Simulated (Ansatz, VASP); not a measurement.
# Two plane-wave programs on Nb

```xyz
1
Lattice="-1.8319 1.6059 1.7423 1.8531 -1.5759 1.7335 1.7081 1.4520 -1.7123" Properties=species:S:1:pos:R:3 pbc="T T T"
Nb    0.0000    0.0000    0.0000
```

Alike in both runs: task single point; functional LDA; k mesh 10 × 10 × 10; occupations gaussian, width 0.1 eV; no spin polarisation.

```csv
,VASP,Ansatz
version,VASP 6.6.1,Ansatz 0.2.0
potentials or method,"VASP PAW LDA potentials, release 64 (Nb_sv), cutoff 520 eV","scalar-relativistic, plane waves, PAW"
valence electrons in the cell,13,13
```

Ansatz gave:

| Item | Value |
| --- | --- |
| gap on the k mesh at the Fermi level (eV) | none |
| pressure (GPa) | -14.2 |
| traceless stress, the component that is largest in VASP (GPa) | 7.16 |

Problem. What did VASP give for the same quantities?

Solution. gap on the k mesh at the Fermi level (eV): none; pressure (GPa): -14.3; traceless stress, the component that is largest in VASP (GPa): 7.16.

LDA's correlation is that of Perdew and Zunger in VASP and of Perdew and Wang (1992) in Ansatz. A gap of «none» marks a metal or a gap that the smearing closes.
